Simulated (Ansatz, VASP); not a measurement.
**Two plane-wave programs on ZnSeS**

```xyz
3
Lattice="4.3425 0.0000 0.0000 -2.1712 3.7607 0.0000 0.0000 0.0000 4.2991" Properties=species:S:1:pos:R:3 pbc="T T T"
Zn    2.1712    1.2536    2.1495
Se    0.0000    2.5071    2.1495
S     0.0000    0.0000    0.0000
```

Change from the starting cell: species swapped into the HoZnSi type (P-6m2, No. 187).

Alike in both runs: task single point; functional PBE; k mesh 6 × 6 × 4; occupations gaussian, width 0.1 eV; no spin polarisation.

```csv
,VASP,Ansatz
version,VASP 6.6.1,Ansatz 0.2.0
potentials or method,"VASP PAW PBE potentials, release 64 (Zn, Se, S), cutoff 520 eV","scalar-relativistic, plane waves, PAW"
valence electrons in the cell,24,34
```

Ansatz gave:

| Item | Value |
| --- | --- |
| gap on the k mesh at the Fermi level (eV) | none |
| pressure (GPa) | -5.4 |
| traceless stress, the component that is largest in VASP (GPa) | 0.90 |

Question: Estimate VASP's values.

Answer: gap on the k mesh at the Fermi level (eV): none; pressure (GPa): -5.4; traceless stress, the component that is largest in VASP (GPa): 0.81.

A gap of «none» marks a metal or a gap that the smearing closes. The functional is the same, so the differences come from potentials, cutoffs and numerics. VASP's potentials hold 24 valence electrons a cell and Ansatz's 34, so a difference there can come from the potentials and not from the codes.

The k mesh is coarse, so the values compare programs but aren't converged.
